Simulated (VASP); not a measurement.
Write the native input for VASP 6.6.1 that does the following.

| Property | Result |
| --- | --- |
| Task | single point |
| Functional | PBE |
| Potentials or basis | VASP PAW PBE potentials, release 64 (Na_pv, Cu, H) |
| Cutoff | 520 eV |
| k mesh | 18 × 18 × 8 |
| Occupations | gaussian, width 0.1 eV |
| Spin | no spin polarisation |
| Dipole correction | no |
| Further INCAR settings | ALGO = Normal; EDIFF = 1e-06; NBANDS = 18 |

The structure of NaCuH2 lies in POSCAR:

```
NaCuH2
1.0
    2.8615728465      0.0000000000      0.0000000000
   -1.4307864232      2.4781947798      0.0000000000
    0.0000000000      0.0000000000      5.6265455315
Na Cu H
1 1 2
Direct
    0.0000000000      0.0000000000      0.5000000000
    0.0000000000      0.0000000000      0.0000000000
    0.3333333333      0.6666666667      0.2106602780
    0.3333333333      0.6666666667      0.7893397220
```

The input as run:

INCAR

```
SYSTEM = NaCuH2
  PREC = Accurate
  ENCUT = 520
  EDIFF = 1E-6
  ISMEAR = 0
  SIGMA = 0.1
  LREAL = .False.
  LASPH = .True.
  NELM = 60
  ALGO = Normal
  ISIF = 2
  LWAVE = .False.
  LCHARG = .True.
  GGA = PE
  LELF = .True.
  LVHAR = .True.
  NBANDS = 18
```

KPOINTS

```
regular mesh
0
Gamma
  18 18 8
  0 0 0
```

Potentials or basis: VASP PAW PBE potentials, release 64 (Na_pv, Cu, H).

Run with:

```bash
$ cat potpaw_PBE.64/Na_pv/POTCAR potpaw_PBE.64/Cu/POTCAR potpaw_PBE.64/H/POTCAR > POTCAR
$ mpirun -np 1 vasp_std > vasp.out
```

Results of the run:

```
Pressure               : 0.2 GPa
Largest force          : 0.004 eV/Å
Band gap on the k mesh : zero (bands 10 and 11 overlap by 0.68 eV)
```

Run time: 3 min on 1 thread of AMD EPYC 7R13 (shared host), peak memory 0.23 GiB.
